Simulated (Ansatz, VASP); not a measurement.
One calculation of CdSe, two programs

File INCAR:

```
SYSTEM = CdSe
PREC = Accurate ; ENCUT = 520
EDIFF = 1E-6 ; ISMEAR = 0
SIGMA = 0.01 ; LREAL = .FALSE.
LASPH = .TRUE. ; NELM = 100
ALGO = Normal ; ISIF = 2
LWAVE = .FALSE. ; LCHARG = .FALSE.
GGA = PE ; NBANDS = 16
```

Contents of KPOINTS:

```
regular mesh
0
G
  4 4 4
  0 0 0
```

Contents of POSCAR:

```
CdSe
1.0
    0.0228817362      2.9985057670      2.9869251326
    3.0348549822     -0.0147453422      3.0245522110
    3.1095700404      3.1108479035     -0.0894604004
Cd Se
1 1
Direct
    0.9378500000      0.0071100000      0.0465100000
    0.7039600000      0.7332900000      0.7914800000
```

Input for Ansatz:

```yaml
crystal:
  lattice:
    - [0.022881736155889804, 2.9985057669693784, 2.9869251326147395]
    - [3.0348549822152746, -0.014745342191208221, 3.0245522109618372]
    - [3.1095700404136513, 3.110847903514853, -0.08946040038958487]
  atoms:
    - { symbol: Cd, position: [0.93785, 0.00711, 0.04651] }
    - { symbol: Se, position: [0.70396, 0.73329, 0.79148] }
basis:
  ecutwfc: 540.0
  xc_grid: 2
kpoints:
  mp_grid:
    grid: [4, 4, 4]
hamiltonian:
  xc: pbe
scf:
  convergence:
    dr2_threshold: 1.0e-09
  occupations:
    method: fixed
output:
  forces: true
  stress: true
```

Alike in both runs: task single point; functional PBE; k mesh 4 × 4 × 4; no spin polarisation.

|  | VASP | Ansatz |
| --- | --- | --- |
| version | VASP 6.6.1 | Ansatz 0.2.0 |
| potentials or method | VASP PAW PBE potentials, release 64 (Cd, Se), cutoff 520 eV | plane waves, PAW |
| occupations | gaussian, width 0.01 eV | fixed |
| valence electrons in the cell | 18 | 36 |

```csv
,VASP,Ansatz,Ansatz less VASP
pressure (GPa),2.6,2.3,-0.32
"traceless stress, the component that is largest in VASP (GPa)",-1.91,-1.86,+0.053
rms of the force components (eV/Å),0.296,0.287,-0.0093
```

Atom by atom the forces differ by 0.010 eV/Å (rms over components). VASP's potentials hold 18 valence electrons a cell and Ansatz's 36, so a difference there can come from the potentials and not from the codes. Ansatz's warnings: stress scf threshold loose.

The k mesh is coarse, so the values compare programs but aren't converged.
